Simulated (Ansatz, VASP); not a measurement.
**Two plane-wave programs on AlNi**

```
Al Ni
1.0
     1.96172   -1.96150    0.00000
     1.96172    1.96150    0.00000
     0.00000    0.00000    2.78392
Al Ni
1 1
Cartesian
  0.0000 0.0000 0.0000
  1.9617 0.0000 1.3920
```

Change from the starting cell: strain -0.030 along x and y, -0.030 along z, atoms carried along.

Alike in both runs: task single point; functional r2SCAN; k mesh 20 × 20 × 20; occupations gaussian, width 0.15 eV; no spin polarisation.

|  | VASP | Ansatz |
| --- | --- | --- |
| version | VASP 6.6.1 | Ansatz 0.2.0 |
| potentials or method | VASP PAW PBE potentials, release 64 (Al, Ni), cutoff 520 eV | scalar-relativistic, plane waves, PAW |
| valence electrons in the cell | 13 | 21 |

Ansatz gave:

```
gap on the k mesh at the Fermi level (eV)                     : none
pressure (GPa)                                                : 19.6
traceless stress, the component that is largest in VASP (GPa) : -0.23
```

Task: Which values does VASP return?

Result: gap on the k mesh at the Fermi level (eV): none; pressure (GPa): 19.3; traceless stress, the component that is largest in VASP (GPa): -0.24.

VASP's potentials were made for PBE, not for r2SCAN. A gap of «none» marks a metal or a gap that the smearing closes. VASP's potentials hold 13 valence electrons a cell and Ansatz's 21, so a difference there can come from the potentials and not from the codes.
